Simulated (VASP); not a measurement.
A run of VASP 6.6.1 is set up as follows.

File INCAR:

```
SYSTEM = TiO2
ALGO = Normal
DIPOL = 0.5 0.5 0.500
EDIFF = 1E-7
ENCUT = 520
GGA = PS
IDIPOL = 3
ISIF = 2
ISMEAR = 0
LASPH = .TRUE.
LCHARG = .FALSE.
LDIPOL = .TRUE.
LREAL = Auto
LWAVE = .FALSE.
NBANDS = 114
NELM = 60
PREC = Accurate
SIGMA = 0.05
```

Contents of KPOINTS:

```
k-points
0
G
  9 4 1
  0 0 0
```

The input POSCAR:

```
TiO2
1.0
    2.9389940238      0.0000000000      0.0000000000
    0.0000000000      6.4930046438      0.0000000000
    0.0000000000      0.0000000000     27.2790672510
O Ti
16 8
Direct
    0.0000000000      0.0000000000      0.2749360867
    0.5000000000      0.3044387441      0.3214838712
    0.5000000000      0.6955612559      0.3214838712
    0.0000000000      0.0000000000      0.3680316557
    0.0000000000      0.5000000000      0.3939468393
    0.5000000000      0.8044387441      0.4404946237
    0.5000000000      0.1955612559      0.4404946237
    0.0000000000      0.5000000000      0.4870424082
    0.0000000000      0.0000000000      0.5129575918
    0.5000000000      0.3044387441      0.5595053763
    0.5000000000      0.6955612559      0.5595053763
    0.0000000000      0.0000000000      0.6060531607
    0.0000000000      0.5000000000      0.6319683443
    0.5000000000      0.8044387441      0.6785161288
    0.5000000000      0.1955612559      0.6785161288
    0.0000000000      0.5000000000      0.7250639133
    0.0000000000      0.5000000000      0.3214838712
    0.5000000000      0.0000000000      0.3214838712
    0.0000000000      0.0000000000      0.4404946237
    0.5000000000      0.5000000000      0.4404946237
    0.0000000000      0.5000000000      0.5595053763
    0.5000000000      0.0000000000      0.5595053763
    0.0000000000      0.0000000000      0.6785161288
    0.5000000000      0.5000000000      0.6785161288
```

Potentials or basis: VASP PAW PBE potentials, release 64 (O, Ti_sv).

Launch:

```console
$ cat potpaw_PBE.64/O/POTCAR potpaw_PBE.64/Ti_sv/POTCAR > POTCAR
$ mpirun -np 1 vasp_std > vasp.out
```

Task: What does it give for the largest force?

Result: 3.572 eV/Å.

Task: What does it give for the band gap on the k mesh?

Result: 1.35 eV (least direct gap 1.36 eV).

Forces on the atoms (eV/Å):
```
O    0.000  0.000  2.057
O    0.000  1.766 -0.784
O    0.000 -1.766 -0.784
O    0.000  0.000  1.786
O    0.000  0.000 -1.523
O    0.000 -0.317  0.074
O    0.000  0.317  0.074
O    0.000  0.000 -0.562
O    0.000  0.000  0.562
O    0.000 -0.317 -0.074
O    0.000  0.317 -0.074
O    0.000  0.000  1.523
O    0.000  0.000 -1.786
O    0.000  1.766  0.784
O    0.000 -1.766  0.784
O    0.000  0.000 -2.057
Ti   0.000  0.000  2.902
Ti   0.000  0.000 -3.572
Ti   0.000  0.000 -1.032
Ti   0.000  0.000  0.755
Ti   0.000  0.000  1.032
Ti   0.000  0.000 -0.755
Ti   0.000  0.000 -2.902
Ti   0.000  0.000  3.572
```

Caveat: the PAW data sets were made with another functional, which shifts forces and pressure a little.
